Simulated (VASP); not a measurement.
# BN (F-43m) in VASP: a series of runs

Aim: see how the results for BN move with the level of theory and the settings. Levels: PBE, LDA. Tasks: G0W0 quasiparticle levels.

All numbers are computed with VASP 6.6.1; they aren't measurements. Logs are shortened: lines on timing, memory, paths and dates and some standing lists are left out, and cuts for length are marked.

## (1) The cell of the first run

It takes space group F-43m (No. 216, cubic). Conventional cell: a = 3.610 Å, b = 3.610 Å, c = 3.610 Å, α = 90.00°, β = 90.00°, γ = 90.00°. Within 2.1 Å of B (site symmetry -43m) lie 4 N at 1.56 Å. Within 2.1 Å of N (site symmetry -43m) lie 4 B at 1.56 Å.

## (2) G0W0 quasiparticle levels, PBE

Contents of POSCAR:

```
BN
1.0
    0.0000000000      1.8048254535      1.8048254535
    1.8048254535      0.0000000000      1.8048254535
    1.8048254535      1.8048254535      0.0000000000
B N
1 1
Direct
    0.0000000000      0.0000000000      0.0000000000
    0.2500000000      0.2500000000      0.2500000000
```

Contents of INCAR.step1:

```
SYSTEM = BN
PREC = Accurate
ENCUT = 500
EDIFF = 1E-8
ISMEAR = 0
SIGMA = 0.01
LREAL = .False.
LASPH = .True.
NELM = 60
ALGO = Normal
LWAVE = .True.
LCHARG = .False.
GGA = PE
```

Contents of INCAR.step2:

```
SYSTEM = BN
PREC = Accurate
ENCUT = 500
EDIFF = 1E-8
ISMEAR = 0
SIGMA = 0.01
LREAL = .False.
LASPH = .True.
NELM = 1
ALGO = Exact
LWAVE = .True.
LCHARG = .False.
GGA = PE
NBANDS = 34
LOPTICS = .True.
ISTART = 1
```

Contents of INCAR.step3:

```
SYSTEM = BN
PREC = Accurate
ENCUT = 500
EDIFF = 1E-8
ISMEAR = 0
SIGMA = 0.01
LREAL = .False.
LASPH = .True.
ALGO = EVGW0
LWAVE = .False.
LCHARG = .False.
GGA = PE
NELMGW = 1
NBANDS = 34
ENCUTGW = 60.0
NOMEGA = 48
PRECFOCK = Fast
ISTART = 1
NBANDSGW = 12
```

Contents of KPOINTS:

```
Automatic mesh
0
Gamma
  4 4 4
  0 0 0
```

Potentials or basis: VASP PAW PBE potentials, release 64 (B_GW, N_GW).

On the command line:

```sh
$ cat potpaw_PBE.64/B_GW/POTCAR potpaw_PBE.64/N_GW/POTCAR > POTCAR
$ cp INCAR.step1 INCAR
$ mpirun -np 1 vasp_std > vasp.out
$ cp INCAR.step2 INCAR
$ mpirun -np 1 vasp_std > vasp.out
$ cp INCAR.step3 INCAR
$ mpirun -np 1 vasp_std > vasp.out
```

OUTCAR:

```text
SYSTEM = BN
   PREC = Accurate
   ENCUT = 500
   EDIFF = 1E-8
   ISMEAR = 0
   LREAL = .False.
   LASPH = .True.
   GGA = PE
   NELMGW = 1
   ENCUTGW = 60.0
   PRECFOCK = Fast
   ISTART = 1

 ion  position               nearest neighbor table
   1  0.000  0.000  0.000-   2 1.56   2 1.56   2 1.56   2 1.56
   2  0.250  0.250  0.250-   1 1.56   1 1.56   1 1.56   1 1.56

  LATTYP: Found a face centered cubic cell.
 ALAT       =     3.6096509070

  Lattice vectors:

 A1 = (   0.0000000000,   1.8048254535,   1.8048254535)
 A2 = (   1.8048254535,   0.0000000000,   1.8048254535)
 A3 = (   1.8048254535,   1.8048254535,   0.0000000000)

Analysis of symmetry for initial positions (statically):
=====================================================================
 Subroutine PRICEL returns:
 Original cell was already a primitive cell.

 Routine SETGRP: Setting up the symmetry group for a
 face centered cubic supercell.

 Subroutine GETGRP returns: Found 24 space group operations
 (whereof 24 operations were pure point group operations)
 out of a pool of 48 trial point group operations.

The static configuration has the point symmetry T_d .

Analysis of symmetry for dynamics (positions and initial velocities):
=====================================================================
 Subroutine PRICEL returns:
 Original cell was already a primitive cell.

 Routine SETGRP: Setting up the symmetry group for a
 face centered cubic supercell.

 Subroutine GETGRP returns: Found 24 space group operations
 (whereof 24 operations were pure point group operations)
 out of a pool of 48 trial point group operations.

The dynamic configuration has the point symmetry T_d .

 Subroutine INISYM returns: Found 24 space group operations
 (whereof 24 operations are pure point group operations),
 and found     1 'primitive' translations

----------------------------------------------------------------------------------------

                                     Primitive cell

  volume of cell :      11.7581

  direct lattice vectors                    reciprocal lattice vectors
     0.000000000  1.804825453  1.804825453    -0.277035100  0.277035100  0.277035100
     1.804825453  0.000000000  1.804825453     0.277035100 -0.277035100  0.277035100
     1.804825453  1.804825453  0.000000000     0.277035100  0.277035100 -0.277035100

  length of vectors
     2.552408634  2.552408634  2.552408634     0.479838869  0.479838869  0.479838869

  position of ions in fractional coordinates (direct lattice)
     0.000000000  0.000000000  0.000000000
     0.250000000  0.250000000  0.250000000

  ion indices of the primitive-cell ions
   primitive index   ion index
                 1           1
                 2           2

----------------------------------------------------------------------------------------

 KPOINTS: Automatic mesh

Automatic generation of k-mesh.
 Grid dimensions read from file:
 generate k-points for:    4    4    4

 Generating k-lattice:

  Cartesian coordinates                     Fractional coordinates (reciprocal lattice)
    -0.069258775  0.069258775  0.069258775     0.250000000  0.000000000  0.000000000
     0.069258775 -0.069258775  0.069258775     0.000000000  0.250000000  0.000000000
     0.069258775  0.069258775 -0.069258775     0.000000000  0.000000000  0.250000000

  Length of vectors
     0.119959717  0.119959717  0.119959717

  Shift w.r.t. Gamma in fractional coordinates (k-lattice)
     0.000000000  0.000000000  0.000000000

 Subroutine IBZKPT returns following result:
 ===========================================

 Found      8 irreducible k-points:

 Following reciprocal coordinates:
            Coordinates               Weight
  0.000000  0.000000  0.000000      1.000000
  0.250000  0.000000  0.000000      8.000000
  0.500000  0.000000  0.000000      4.000000
  0.250000  0.250000  0.000000      6.000000
  0.500000  0.250000  0.000000     24.000000
 -0.250000  0.250000  0.000000     12.000000
  0.500000  0.500000  0.000000      3.000000
 -0.250000  0.500000  0.250000      6.000000
   k-points           NKPTS =      8   k-points in BZ     NKDIM =     64   number of bands    NBANDS=     34
   number of dos      NEDOS =    301   number of ions     NIONS =      2
   total plane-waves  NPLWV =   8000
   dimension x,y,z NGX =    20 NGY =   20 NGZ =   20
   dimension x,y,z NGXF=    40 NGYF=   40 NGZF=   40
   ions per type =               1   1
   NGX,Y,Z   is equivalent  to a cutoff of  13.03, 13.03, 13.03 a.u.
   NGXF,Y,Z  is equivalent  to a cutoff of  26.05, 26.05, 26.05 a.u.
 SYSTEM =  BN
   PREC   = accura    normal or accurate (medium, high low for compatibility)
   ISTART =      1    job   : 0-new  1-cont  2-samecut
   ICHARG =      0    charge: 1-file 2-atom 10-const
   ISPIN  =      1    spin polarized calculation?
   LNONCOLLINEAR =      F non collinear calculations
   LSORBIT =      F    spin-orbit coupling
   LASPH  =      T    aspherical Exc in radial PAW
   ENCUT  =  500.0 eV  36.75 Ry    6.06 a.u.   4.65  4.65  4.65*2*pi/ulx,y,z
   NELM   =     60;   NELMIN=  2; NELMDL=  0     # of ELM steps
   EDIFF  = 0.1E-07   stopping-criterion for ELM
   LREAL  =      F    real-space projection
   EDIFFG = 0.1E-06   stopping-criterion for IOM
   NSW    =      0    number of steps for IOM
   IBRION =     -1    ionic relax: 0-MD 1-quasi-New 2-CG
   NFREE  =      0    steps in history (QN), initial steepest desc. (CG)
   ISIF   =      0    stress and relaxation
   ISYM   =      3    0-nonsym 1-usesym 2-fastsym
   POTIM  = 0.5000    time-step for ionic-motion
   TEBEG  =    0.0;   TEEND  =   0.0 temperature during run
   PSTRESS=    0.0 pullay stress
   NELECT =       8.0000    total number of electrons
   NUPDOWN=      -1.0000    fix difference up-down
   EMIN   =  10.00;   EMAX   =-10.00  energy-range for DOS
   EFERMI =   0.00;   METHOD = LEGACY
   ISMEAR =     0;   SIGMA  =   0.01  broadening in eV -4-tet -1-fermi 0-gaus
   EFERMI_NEDOS =   21; number of points for ismear=-14 and -15
   IALGO  =     38    algorithm
   IMIX   =      4    mixing-type and parameters
     AMIX     =   0.40;   BMIX     =  1.00
     AMIX_MAG =   1.60;   BMIX_MAG =  1.00
  volume/ion in A,a.u.               =       5.88        39.67
  Fermi-wavevector in a.u.,A,eV,Ry     =   1.439880  2.720979 28.208337  2.073254
  Thomas-Fermi vector in A             =   2.558686
   LORBIT       =      0    0 simple, 1 ext, 2 COOP (PROOUT), +10 PAW based schemes
   GGA     = PE    functional components
   LHFCALC =     T    Hartree Fock is set to
   PRECFOCK=fast      Normal, Fast or Accurate (Low or Medium for compatibility)
   ENCUT4O =  -1.0   cutoff for four orbital integrals eV
   NKREDX  =     1    reduce k-point grid by
   NKREDY  =     1    reduce k-point grid by
   NKREDZ  =     1    reduce k-point grid by
   AEXX    =    1.0000 exact exchange contribution
   HFSCREEN=    0.0000 screening length (either q_TF or 0.3 A-1)
   HFSCREENC=   0.0000 screening length for correlation (either q_TF or 0.3 A-1)
   ENCUTFOCK=  -1.0 apply spherical cutoff to Coloumb kernel
   IVDW    =     0    specifies the selected vdW correction
   LEPSILON=     F    determine dielectric tensor
   LRPA    =     F    only Hartree local field effects (RPA)
   LRPAFORCE           =     F    calculate RPA forces
   ENCUTGW             =  60.0    cutoff for response function in eV
   ENCUTGWSOFT         =  48.0    soft cutoff for Coulomb kernel in GW response function in eV
   ENCUTLF             =  -1.0    cutoff for local field effects
   NELMGW              =     1    number of iterations in solving QP/BSE equation
   NELMHF              =     1    number of iterations in the inner HF iteration
   NKREDLFX            =     1    NKREDLFY  =   1   NKREDLFZ  =   1
 non-spin polarized calculation
 Gauss-broadening in eV      SIGMA  =   0.01
  energy-cutoff  :      500.00
  volume of cell :       11.76
 maximum number of plane-waves:       308
 NGX is ok and might be reduce to    20
  NGX = 12; NGY = 12; NGZ = 12
   NGX =  9   NGY =  9   NGZ =  9
 maximum number of plane-waves:        15
 NGX is ok and might be reduce to    10

 QP shifts <psi_nk| G(iteration)W_0 |psi_nk>: iteration 1
 for sc-GW calculations column KS-energies equals QP-energies in previous step
 and V_xc(KS)=  KS-energies - (<T + V_ion + V_H > + <T+V_H+V_ion>^1  + <V_x>^1)

 k-point   1 :       0.0000    0.0000    0.0000
  band No.  KS-energies  QP-energies   sigma(KS)   V_xc(KS)     V^pw_x(r,r')   Z            occupation Imag(sigma)

      1     -12.7476     -14.3696     -17.5854     -15.4910     -26.5031       0.7745       2.0000       1.4252
      2       7.5490       7.3225     -18.5735     -18.3005     -22.1072       0.8299       2.0000       0.1065
      3       7.5490       7.3225     -18.5735     -18.3005     -22.1072       0.8299       2.0000       0.1065
      4       7.5490       7.3225     -18.5735     -18.3005     -22.1072       0.8299       2.0000       0.1065
      5      16.3651      18.0178     -11.8181     -13.7983      -6.9024       0.8346       0.0000      -0.1219
      6      16.3651      18.0178     -11.8181     -13.7983      -6.9024       0.8346       0.0000      -0.1219
      7      16.3651      18.0178     -11.8181     -13.7983      -6.9024       0.8346       0.0000      -0.1219
      8      17.9615      19.2912     -13.8151     -15.4381      -8.2663       0.8193       0.0000      -0.1485
      9      32.3532      33.1333     -10.4691     -11.4426      -3.2890       0.8014       0.0000      -0.5942
     10      35.3551      36.7832     -11.6143     -13.3387      -5.4388       0.8282       0.0000      -0.5773
     11      35.3551      36.7832     -11.6143     -13.3387      -5.4388       0.8282       0.0000      -0.5773
     12      35.9583      36.6990     -10.1979     -11.0914      -3.0366       0.8290       0.0000      -0.9660

 k-point   2 :       0.2500    0.0000    0.0000
  band No.  KS-energies  QP-energies   sigma(KS)   V_xc(KS)     V^pw_x(r,r')   Z            occupation Imag(sigma)
[... 97 lines left out ...]
      1      -6.8136      -8.1607     -19.3427     -17.5671     -26.9892       0.7587       2.0000       0.6182
      2      -0.0768      -1.1749     -17.1438     -15.7558     -22.3060       0.7912       2.0000       0.2152
      3       0.5349      -0.4539     -16.6505     -15.4161     -21.2471       0.8010       2.0000       0.1899
      4       0.9925       0.0695     -16.2218     -15.0752     -20.4667       0.8049       2.0000       0.1722
      5      17.1604      18.6075     -12.9581     -14.6979      -8.2138       0.8317       0.0000      -0.1286
      6      20.8916      22.6133     -12.2362     -14.3585      -6.1409       0.8112       0.0000      -0.1936
      7      22.0612      23.3952     -10.8022     -12.4114      -5.1968       0.8290       0.0000      -0.1653
      8      22.2674      24.3915     -13.9024     -16.5540      -7.9922       0.8011       0.0000      -0.2012
      9      26.9320      29.1392     -13.5381     -16.3401      -6.8000       0.7877       0.0000      -0.3379
     10      33.2027      35.1509     -11.6107     -14.0564      -4.3500       0.7966       0.0000      -0.6844
     11      37.1386      38.4921     -11.3514     -12.9952      -4.2580       0.8233       0.0000      -0.9338
     12      40.9563      42.5631     -10.9968     -12.9505      -3.7741       0.8225       0.0000      -1.0919
```

Run time: 23 s. Hardware: 1 thread of AMD EPYC 7R13, shared host; peak memory 0.1 GiB.

What came out:

```yaml
Band_gap_on_the_k_mesh_mean-field_level: 4.44 eV, indirect (least direct gap 8.82 eV)
Quasiparticle_gap: 5.47 eV
Least_direct_quasiparticle_gap: 10.70 eV
```

Levels at points of the mesh, in eV from the valence-band top:
| k point | band 1 | band 2 | band 3 | band 4 | band 5 | band 6 | band 7 | band 8 |
| --- | --- | --- | --- | --- | --- | --- | --- | --- |
| (0.00, 0.00, 0.00) | -20.30 | 0.00 | 0.00 | 0.00 | 8.82 | 8.82 | 8.82 | 10.41 |
| (0.50, 0.00, 0.00) | -16.05 | -10.75 | -1.96 | -1.96 | 10.18 | 10.71 | 10.71 | 15.30 |
| (0.50, 0.50, 0.00) | -14.68 | -8.96 | -4.94 | -4.94 | 4.44 | 9.23 | 17.99 | 17.99 |

Caveat: the k points lie up to 0.75 Å⁻¹ apart; bands, screening cutoff and mesh are small and nothing is extrapolated, so the quasiparticle values aren't converged. A k mesh can miss the band edges.

## (3) G0W0 quasiparticle levels, LDA

POSCAR is that of step 2.

Contents of INCAR.step1:

```
SYSTEM = BN
  ALGO = Normal
  EDIFF = 1E-8
  ENCUT = 500
  GGA = CA
  ISMEAR = 0
  LASPH = .TRUE.
  LCHARG = .FALSE.
  LREAL = .FALSE.
  LWAVE = .TRUE.
  NELM = 100
  PREC = Accurate
  SIGMA = 0.01
```

Contents of INCAR.step2:

```
SYSTEM = BN
  ALGO = Exact
  EDIFF = 1E-8
  ENCUT = 500
  GGA = CA
  ISMEAR = 0
  ISTART = 1
  LASPH = .TRUE.
  LCHARG = .FALSE.
  LOPTICS = .TRUE.
  LREAL = .FALSE.
  LWAVE = .TRUE.
  NBANDS = 94
  NELM = 1
  PREC = Accurate
  SIGMA = 0.01
```

Contents of INCAR.step3:

```
SYSTEM = BN
  ALGO = EVGW0
  EDIFF = 1E-8
  ENCUT = 500
  ENCUTGW = 60.0
  GGA = CA
  ISMEAR = 0
  ISTART = 1
  LASPH = .TRUE.
  LCHARG = .FALSE.
  LREAL = .FALSE.
  LWAVE = .FALSE.
  NBANDS = 94
  NBANDSGW = 12
  NELMGW = 1
  NOMEGA = 48
  PREC = Accurate
  PRECFOCK = Fast
  SIGMA = 0.01
```

Contents of KPOINTS:

```
k-points
0
G
  4 4 4
  0 0 0
```

Potentials or basis: VASP PAW LDA potentials, release 64 (B_GW, N_GW).

On the command line:

```sh
$ cat potpaw_LDA.64/B_GW/POTCAR potpaw_LDA.64/N_GW/POTCAR > POTCAR
$ cp INCAR.step1 INCAR
$ mpirun -np 1 vasp_std > vasp.out
$ cp INCAR.step2 INCAR
$ mpirun -np 1 vasp_std > vasp.out
$ cp INCAR.step3 INCAR
$ mpirun -np 1 vasp_std > vasp.out
```

OUTCAR:

```text
SYSTEM = BN
   EDIFF = 1E-8
   ENCUT = 500
   ENCUTGW = 60.0
   GGA = CA
   ISMEAR = 0
   ISTART = 1
   LASPH = .TRUE.
   LREAL = .FALSE.
   NELMGW = 1
   PREC = Accurate
   PRECFOCK = Fast

 ion  position               nearest neighbor table
   1  0.000  0.000  0.000-   2 1.56   2 1.56   2 1.56   2 1.56
[... 184 lines left out ...]
      1     -12.5780     -14.1644     -17.4866     -15.4345     -26.3621       0.7731       2.0000       1.4016
      2       7.5549       7.4339     -18.5850     -18.4391     -22.0509       0.8289       2.0000       0.1099
      3       7.5549       7.4339     -18.5850     -18.4391     -22.0509       0.8289       2.0000       0.1099
      4       7.5549       7.4339     -18.5850     -18.4391     -22.0509       0.8289       2.0000       0.1099
      5      16.2380      18.1042     -11.9271     -14.1650      -6.9188       0.8339       0.0000      -0.1178
      6      16.2380      18.1042     -11.9271     -14.1650      -6.9188       0.8339       0.0000      -0.1178
      7      16.2380      18.1042     -11.9271     -14.1650      -6.9188       0.8339       0.0000      -0.1178
      8      18.0565      19.3290     -13.9589     -15.5153      -8.2445       0.8176       0.0000      -0.1470
      9      32.0976      33.0961     -10.6876     -11.9372      -3.3054       0.7991       0.0000      -0.5865
     10      35.3799      36.7365     -11.8254     -13.4690      -5.4200       0.8255       0.0000      -0.5803
     11      35.3799      36.7365     -11.8254     -13.4690      -5.4200       0.8255       0.0000      -0.5803
     12      35.7014      36.8325     -10.2357     -11.5880      -3.0513       0.8364       0.0000      -0.9442
[... 100 lines left out ...]
      1      -6.5465      -7.9669     -19.2597     -17.3939     -26.8295       0.7613       2.0000       0.5971
      2       0.0149      -0.9941     -17.1432     -15.8666     -22.2719       0.7904       2.0000       0.2151
      3       0.4775      -0.3022     -16.6081     -15.6338     -21.1988       0.8003       2.0000       0.1930
      4       0.9395       0.2302     -16.1781     -15.2965     -20.4080       0.8046       2.0000       0.1746
      5      16.9972      18.6597     -13.0975     -15.0985      -8.2638       0.8308       0.0000      -0.1237
      6      20.8206      22.6493     -12.4105     -14.6680      -6.1640       0.8101       0.0000      -0.1900
      7      21.8026      23.4241     -10.9151     -12.8718      -5.2114       0.8287       0.0000      -0.1589
      8      22.2797      24.3954     -14.0620     -16.7102      -7.9548       0.7989       0.0000      -0.1990
      9      26.6598      29.0823     -13.7727     -16.8562      -6.8368       0.7856       0.0000      -0.3295
     10      32.9022      35.0604     -11.8277     -14.5380      -4.3361       0.7963       0.0000      -0.6725
     11      36.9071      38.4082     -11.5891     -13.4147      -4.2589       0.8223       0.0000      -0.9237
     12      40.7330      42.4394     -11.2314     -13.3111      -3.7227       0.8205       0.0000      -1.0819
```

Wall time 13 s (1 thread of Intel Xeon Platinum 8488C (Sapphire Rapids), shared host); peak memory 0.15 GiB.

What came out:

```yaml
Band_gap_on_the_k_mesh_mean-field_level: 4.33 eV, indirect (least direct gap 8.68 eV)
Quasiparticle_gap: 5.46 eV
Least_direct_quasiparticle_gap: 10.67 eV
```

Levels at points of the mesh, in eV from the valence-band top:
```tsv
k point	band 2	band 3	band 4	band 5	band 6	band 7
(0.00, 0.00, 0.00)	0.00	0.00	0.00	8.68	8.68	8.68
(0.50, 0.00, 0.00)	-10.77	-1.96	-1.96	10.25	10.57	10.57
(0.50, 0.50, 0.00)	-8.93	-4.96	-4.96	4.33	9.15	17.77
```

Caveat: the k points lie up to 0.75 Å⁻¹ apart; bands, screening cutoff and mesh are small and nothing is extrapolated, so the quasiparticle values aren't converged. A k mesh can miss the band edges.
